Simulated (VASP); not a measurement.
# AlNi: single point with LDA

Crystal: AlNi.

```
Al Ni
1.0
     2.89308    0.00000    0.00000
     0.00000    2.89308    0.00000
     0.00000    0.00000    2.89308
Al Ni
1 1
Direct
  0.00000 0.00000 0.00000
  0.50000 0.50000 0.50000
```

| Property | Result |
| --- | --- |
| Program | VASP 6.6.1 |
| Task | single point |
| Functional | LDA |
| Potentials or basis | VASP PAW LDA potentials, release 64 (Al, Ni) |
| Cutoff | 520 eV |
| k mesh | 14 × 14 × 14 |
| Occupations | gaussian, width 0.1 eV |
| Spin | no spin polarisation |
| Dipole correction | no |
| k mesh for the DOS | 21 × 21 × 21 |
| Occupations for the DOS | tetrahedron |
| Further INCAR settings | ALGO = Normal; EDIFF = 1e-06 |

| Item | Value |
| --- | --- |
| Valence electrons inside the program's atomic spheres | Al 0.80; Ni 9.47 |

Levels at points of the mesh, in eV from the Fermi level:
| k point | band 3 | band 4 | band 5 | band 6 | band 7 | band 8 | band 9 | band 10 |
| --- | --- | --- | --- | --- | --- | --- | --- | --- |
| (0.00, 0.00, 0.00) | -3.19 | -1.54 | -1.54 | -1.54 | 5.41 | 5.41 | 5.41 | 8.18 |

It took 32 s on 1 thread of Intel(R) Xeon(R) Platinum 8488C (Sapphire Rapids), with other jobs on the host, peak memory 0.2 GiB.

 Spin polarisation is off, so any magnetic state and its effect on volume and gap are missing.
